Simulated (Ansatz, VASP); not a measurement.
## Two plane-wave programs on Os

Contents of INCAR:

```
SYSTEM = Os
ALGO = Normal
EDIFF = 1E-6
ENCUT = 520
GGA = CA
ISIF = 2
ISMEAR = -1
LASPH = .TRUE.
LCHARG = .FALSE.
LREAL = .FALSE.
LWAVE = .FALSE.
NBANDS = 15
NELM = 80
PREC = Accurate
SIGMA = 0.05
```

KPOINTS

```
k-points
0
G
  13 13 7
  0 0 0
```

File POSCAR:

```
Os
1.0
    2.7305981567      0.0000000000      0.0000000000
   -1.3652990784      2.3647673712      0.0000000000
    0.0000000000      0.0000000000      4.4235690139
Os
2
Direct
    0.2133333333      0.6066666667      0.1600000000
    0.7866666667      0.3933333333      0.8400000000
```

Input for Ansatz:

```yaml
crystal:
  lattice:
    - [2.7305981567, 0.0, 0.0]
    - [-1.3652990784, 2.3647673712, 0.0]
    - [0.0, 0.0, 4.4235690139]
  atoms:
    - { symbol: Os, position: [0.2133333333, 0.6066666667, 0.16] }
    - { symbol: Os, position: [0.7866666667, 0.3933333333, 0.84] }
kpoints:
  mp_grid: { grid: [13, 13, 7] }
scf:
  occupations: { method: fermi_dirac, width: 0.05 }
hamiltonian:
  xc: lda
  pseudopotentials: { kind: paw, level: accurate }
output:
  forces: true
  stress: true
  eigenvalues: true
```

Alike in both runs: task single point; functional LDA; k mesh 13 × 13 × 7; occupations fermi-dirac, width 0.05 eV; no spin polarisation.

|  | VASP | Ansatz |
| --- | --- | --- |
| version | VASP 6.6.1 | Ansatz 0.2.0 |
| potentials or method | VASP PAW LDA potentials, release 64 (Os) | PAW with other files of Ansatz's library (level accurate), scalar-relativistic |
| plane-wave cutoff (eV) | 520 | 700 |
| valence electrons in the cell | 16 | 32 |

|  | VASP | Ansatz | Ansatz less VASP |
| --- | --- | --- | --- |
| pressure (GPa) | 179.6 | 213.3 | +33.67 |
| traceless stress, the component that is largest in VASP (GPa) | 118.26 | 163.10 | +44.842 |
| rms of the force components (eV/Å) | 21.731 | 28.229 | +6.4982 |

Ansatz warns that its potentials were made for another functional, while VASP's fit it. LDA's correlation is that of Perdew and Zunger in VASP and of Perdew and Wang (1992) in Ansatz. Atom by atom the forces differ by 6.532 eV/Å (rms over components). The pressures are high and differ by over a tenth, so treat them with care. VASP's potentials hold 16 valence electrons a cell and Ansatz's 32, so a difference there can come from the potentials and not from the codes.

Neither program's run includes spin-orbit coupling. Noted on VASP's run: the cell as given lies far from equilibrium.
